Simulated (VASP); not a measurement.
# LiH (Fm-3m) in VASP: settings compared

The runs below take LiH through single point, with PBE, r2SCAN, HSE06.

Everything below comes from runs of VASP 6.6.1. Logs are shortened: lines on timing, memory, paths and dates and some standing lists are left out, and cuts for length are marked.

### Step 1. The cell of the first run

It takes space group Fm-3m (No. 225, cubic). The conventional cell has a = 3.997 Å, b = 3.997 Å, c = 3.997 Å, α = 90.00°, β = 90.00°, γ = 90.00°. Within 2.6 Å of Li (site symmetry m-3m) lie 6 H at 2.00 Å. Within 2.6 Å of H (site symmetry m-3m) lie 6 Li at 2.00 Å.

### Step 2. Single point, PBE

Input file INCAR:

```
PREC = Accurate
ENCUT = 520
EDIFF = 1E-7
ISMEAR = 1
SIGMA = 0.436
LREAL = F
LASPH = T
NELM = 80
ALGO = Normal
ISIF = 2
LWAVE = F
LCHARG = T
GGA = PE
LELF = T
LVHAR = T
NBANDS = 9
```

Input file KPOINTS:

```
Automatic mesh
0
Gamma
  8 8 8
```

Input file POSCAR:

```
LiH
1.0
    0.0000000000      1.9984726907      1.9984726907
    1.9984726907      0.0000000000      1.9984726907
    1.9984726907      1.9984726907      0.0000000000
Li H
1 1
Direct
    0.0000000000      0.0000000000      0.0000000000
    0.5000000000      0.5000000000      0.5000000000
```

Potentials or basis: VASP PAW PBE potentials, release 64 (Li_sv, H).

Command:

```sh
$ cat potpaw_PBE.64/Li_sv/POTCAR potpaw_PBE.64/H/POTCAR > POTCAR
$ mpirun -np 1 vasp_std > vasp.out
```

OUTCAR:

```text
PREC = Accurate
   ENCUT = 520
   EDIFF = 1E-7
   ISMEAR = 1
   LREAL = F
   LASPH = T
   NELM = 80
   ISIF = 2
   GGA = PE

 ion  position               nearest neighbor table
   1  0.000  0.000  0.000-
   2  0.500  0.500  0.500-

  LATTYP: Found a face centered cubic cell.
 ALAT       =     3.9969453814

  Lattice vectors:

 A1 = (   0.0000000000,   1.9984726907,   1.9984726907)
 A2 = (   1.9984726907,   0.0000000000,   1.9984726907)
 A3 = (   1.9984726907,   1.9984726907,   0.0000000000)

Analysis of symmetry for initial positions (statically):
=====================================================================
 Subroutine PRICEL returns:
 Original cell was already a primitive cell.

 Routine SETGRP: Setting up the symmetry group for a
 face centered cubic supercell.

 Subroutine GETGRP returns: Found 48 space group operations
 (whereof 48 operations were pure point group operations)
 out of a pool of 48 trial point group operations.

The static configuration has the point symmetry O_h .

Analysis of symmetry for dynamics (positions and initial velocities):
=====================================================================
 Subroutine PRICEL returns:
 Original cell was already a primitive cell.

 Routine SETGRP: Setting up the symmetry group for a
 face centered cubic supercell.

 Subroutine GETGRP returns: Found 48 space group operations
 (whereof 48 operations were pure point group operations)
 out of a pool of 48 trial point group operations.

The dynamic configuration has the point symmetry O_h .

 Subroutine INISYM returns: Found 48 space group operations
 (whereof 48 operations are pure point group operations),
 and found     1 'primitive' translations

----------------------------------------------------------------------------------------

                                     Primitive cell

  volume of cell :      15.9634

  direct lattice vectors                    reciprocal lattice vectors
     0.000000000  1.998472691  1.998472691    -0.250191060  0.250191060  0.250191060
     1.998472691  0.000000000  1.998472691     0.250191060 -0.250191060  0.250191060
     1.998472691  1.998472691  0.000000000     0.250191060  0.250191060 -0.250191060

  length of vectors
     2.826267183  2.826267183  2.826267183     0.433343627  0.433343627  0.433343627

  position of ions in fractional coordinates (direct lattice)
     0.000000000  0.000000000  0.000000000
     0.500000000  0.500000000  0.500000000

  ion indices of the primitive-cell ions
   primitive index   ion index
                 1           1
                 2           2

----------------------------------------------------------------------------------------

 KPOINTS: Automatic mesh

Automatic generation of k-mesh.
 Grid dimensions read from file:
 generate k-points for:    8    8    8

 Generating k-lattice:

  Cartesian coordinates                     Fractional coordinates (reciprocal lattice)
    -0.031273882  0.031273882  0.031273882     0.125000000  0.000000000  0.000000000
     0.031273882 -0.031273882  0.031273882     0.000000000  0.125000000  0.000000000
     0.031273882  0.031273882 -0.031273882     0.000000000  0.000000000  0.125000000

  Length of vectors
     0.054167953  0.054167953  0.054167953

  Shift w.r.t. Gamma in fractional coordinates (k-lattice)
     0.000000000  0.000000000  0.000000000

 Subroutine IBZKPT returns following result:
 ===========================================

 Found     29 irreducible k-points:

 Following reciprocal coordinates:
            Coordinates               Weight
  0.000000  0.000000  0.000000      1.000000
  0.125000  0.000000  0.000000      8.000000
  0.250000  0.000000  0.000000      8.000000
  0.375000  0.000000  0.000000      8.000000
  0.500000  0.000000  0.000000      4.000000
  0.125000  0.125000  0.000000      6.000000
[... 16 lines left out ...]
  0.500000  0.250000  0.125000     48.000000
 -0.375000  0.250000  0.125000     24.000000
 [... further k-points ...]
   k-points           NKPTS =     29   k-points in BZ     NKDIM =     29   number of bands    NBANDS=      9
   number of dos      NEDOS =    301   number of ions     NIONS =      2
   total plane-waves  NPLWV =  13824
   dimension x,y,z NGX =    24 NGY =   24 NGZ =   24
   dimension x,y,z NGXF=    48 NGYF=   48 NGZF=   48
   ions per type =               1   1
   NGX,Y,Z   is equivalent  to a cutoff of  14.12, 14.12, 14.12 a.u.
   NGXF,Y,Z  is equivalent  to a cutoff of  28.23, 28.23, 28.23 a.u.
 SYSTEM =  unknown system
   PREC   = accura    normal or accurate (medium, high low for compatibility)
   ISTART =      0    job   : 0-new  1-cont  2-samecut
   ICHARG =      2    charge: 1-file 2-atom 10-const
   ISPIN  =      1    spin polarized calculation?
   LNONCOLLINEAR =      F non collinear calculations
   LSORBIT =      F    spin-orbit coupling
   LASPH  =      T    aspherical Exc in radial PAW
   ENCUT  =  520.0 eV  38.22 Ry    6.18 a.u.   5.25  5.25  5.25*2*pi/ulx,y,z
   NELM   =     80;   NELMIN=  2; NELMDL= -5     # of ELM steps
   EDIFF  = 0.1E-06   stopping-criterion for ELM
   LREAL  =      F    real-space projection
   EDIFFG = 0.1E-05   stopping-criterion for IOM
   NSW    =      0    number of steps for IOM
   IBRION =     -1    ionic relax: 0-MD 1-quasi-New 2-CG
   NFREE  =      0    steps in history (QN), initial steepest desc. (CG)
   ISIF   =      2    stress and relaxation
   ISYM   =      2    0-nonsym 1-usesym 2-fastsym
   POTIM  = 0.5000    time-step for ionic-motion
   TEBEG  =    0.0;   TEEND  =   0.0 temperature during run
   PSTRESS=    0.0 pullay stress
   NELECT =       4.0000    total number of electrons
   NUPDOWN=      -1.0000    fix difference up-down
   EMIN   =  10.00;   EMAX   =-10.00  energy-range for DOS
   EFERMI =   0.00;   METHOD = LEGACY
   ISMEAR =     1;   SIGMA  =   0.44  broadening in eV -4-tet -1-fermi 0-gaus
   EFERMI_NEDOS =   21; number of points for ismear=-14 and -15
   IALGO  =     38    algorithm
   IMIX   =      4    mixing-type and parameters
     AMIX     =   0.40;   BMIX     =  1.00
     AMIX_MAG =   1.60;   BMIX_MAG =  1.00
  volume/ion in A,a.u.               =       7.98        53.86
  Fermi-wavevector in a.u.,A,eV,Ry     =   1.032096  1.950378 14.493217  1.065221
  Thomas-Fermi vector in A             =   2.166276
   LORBIT       =      0    0 simple, 1 ext, 2 COOP (PROOUT), +10 PAW based schemes
   GGA     = PE    functional components
   LHFCALC =     F    Hartree Fock is set to
   AEXX    =    0.0000 exact exchange contribution
   IVDW    =     0    specifies the selected vdW correction
   LEPSILON=     F    determine dielectric tensor
   LRPA    =     F    only Hartree local field effects (RPA)
 non-spin polarized calculation
 Methfessel and Paxton  Order N= 1 SIGMA  =   0.44
  energy-cutoff  :      520.00
  volume of cell :       15.96
 maximum number of plane-waves:       445
 NGX is ok and might be reduce to    24
   NGX = 11   NGY = 11   NGZ = 11

 number of electron       3.9999996 magnetization

 Free energy of the ion-electron system (eV)
  ---------------------------------------------------
  ext. energy  EPLUGINS =         0.00000000
  ---------------------------------------------------
  free energy    TOTEN  =        -6.12571981 eV

  energy without entropy =       -6.12805759  energy(sigma->0) =       -6.12649907

 E-fermi :   0.3453     XC(G=0):  -8.5396

 val. band max:        0.1317573974   @ k =   0.5000   0.5000   0.0000
 cond. band min:       3.1048125203   @ k =   0.5000   0.5000   0.0000
 fundamental gap:      2.9730551229
 Fermi energy:         0.3453499506

 k-point     1 :       0.0000    0.0000    0.0000
  band No.  band energies     occupation
      1     -44.1504      2.00000
      2      -5.3345      2.00000
      3      16.3387      0.00000
      4      18.1121      0.00000
      5      18.1121      0.00000
      6      18.1121      0.00000
      7      22.8435      0.00000
      8      22.8435      0.00000
      9      22.8435      0.00000

 k-point     2 :       0.1250    0.0000    0.0000
  band No.  band energies     occupation
      1     -44.1435      2.00000
      2      -5.0582      2.00000
      3      14.0807      0.00000
      4      16.7858      0.00000
      5      17.5557      0.00000
      6      17.5557      0.00000
      7      22.3849      0.00000
      8      24.0388      0.00000
      9      24.0388      0.00000

 k-point     3 :       0.2500    0.0000    0.0000
  band No.  band energies     occupation
      1     -44.1266      2.00000
      2      -4.2670      2.00000
      3       9.9053      0.00000
      4      15.2827      0.00000
      5      16.8549      0.00000
      6      16.8549      0.00000
      7      22.3977      0.00000
      8      22.3977      0.00000
      9      23.8469      0.00000

 k-point     4 :       0.3750    0.0000    0.0000
  band No.  band energies     occupation
      1     -44.1096      2.00000
      2      -3.1671      2.00000
      3       6.5085     -0.00000
      4      14.2383      0.00000
      5      16.6396      0.00000
      6      16.6396      0.00000
      7      20.1957      0.00000
      8      20.1957      0.00000
      9      26.0826      0.00000
[... 205 lines left out ...]
 k-point    22 :       0.3750    0.2500    0.1250
  band No.  band energies     occupation
      1     -44.1142      2.00000
      2      -3.4925      2.00000
      3       9.7581      0.00000
      4      10.4939      0.00000
      5      14.4276      0.00000
      6      17.8877      0.00000
      7      20.3616      0.00000
      8      24.0667      0.00000
      9      27.9257      0.00000

 k-point    23 :       0.5000    0.2500    0.1250
  band No.  band energies     occupation
      1     -44.1007      2.00000
      2      -2.3192      2.00000
      3       6.7160     -0.00000
      4       9.3104      0.00000
      5      13.7548      0.00000
      6      17.0499      0.00000
      7      22.5692      0.00000
      8      24.6194      0.00000
      9      27.3813      0.00000

 k-point    24 :      -0.3750    0.2500    0.1250
  band No.  band energies     occupation
      1     -44.0952      2.00000
      2      -1.6013      2.00000
      3       5.2372     -0.00000
      4       9.0152     -0.00000
      5      13.5045      0.00000
      6      16.6399      0.00000
      7      23.3203      0.00000
      8      26.3992      0.00000
      9      27.6148      0.00000

 [... further k-points ...]

------------------------ aborting loop because EDIFF is reached ----------------------------------------

  FORCE on cell =-STRESS in cart. coord.  units (eV):
  Direction    XX          YY          ZZ          XY          YZ          ZX
  --------------------------------------------------------------------------------------
  -------------------------------------------------------------------------------------
  Total        0.0010676      0.0010676      0.0010676      0.0000000      0.0000000     -0.0000000
  in kB        0.1071456      0.1071456      0.1071456      0.0000000      0.0000000     -0.0000000
  external PRESSURE =       0.1071456 kB  Pullay stress =       0.0000000 kB

 VOLUME and BASIS-vectors are now :
 -----------------------------------------------------------------------------
  energy-cutoff  :      520.00
  volume of cell :       15.96
      direct lattice vectors                 reciprocal lattice vectors
     0.000000000  1.998472691  1.998472691    -0.250191060  0.250191060  0.250191060
     1.998472691  0.000000000  1.998472691     0.250191060 -0.250191060  0.250191060
     1.998472691  1.998472691  0.000000000     0.250191060  0.250191060 -0.250191060

 POSITION                                       TOTAL-FORCE (eV/Angst)
 -----------------------------------------------------------------------------------
      0.00000      0.00000      0.00000         0.000000      0.000000      0.000000
      1.99847      1.99847      1.99847        -0.000000     -0.000000     -0.000000
 -----------------------------------------------------------------------------------
    total drift:                                0.000000     -0.000000     -0.000000

  FREE ENERGIE OF THE ION-ELECTRON SYSTEM (eV)
  ---------------------------------------------------
  free  energy   TOTEN  =        -6.1257198124 eV

  energy  without entropy=       -6.1280575919  energy(sigma->0) =       -6.12649907
```

Run time: 3.4 s. Hardware: 1 thread of Intel Xeon Platinum 8488C (Sapphire Rapids), shared host; peak memory 0.13 GiB.

What came out:

- Free energy: -6.1257 eV
- Band gap on the k mesh: 2.97 eV, direct

Levels at points of the mesh, in eV from the valence-band top:
```csv
k point,band 1,band 2,band 3,band 4,band 5,band 6
"(0.00, 0.00, 0.00)",-44.28,-5.47,16.21,17.98,17.98,17.98
"(0.50, 0.00, 0.00)",-44.23,-2.65,4.94,13.74,16.58,16.58
"(0.50, 0.50, 0.00)",-44.22,0.00,2.97,10.86,10.86,14.03
```

Caveat: the cutoff is under 1.25 times the usual one of these potentials, so pressure, stress and relaxed cells hold a basis-set (Pulay) error. Expect the measured gap to be larger: semilocal functionals such as PBE lack the derivative discontinuity.

[end of part 1 of 3]
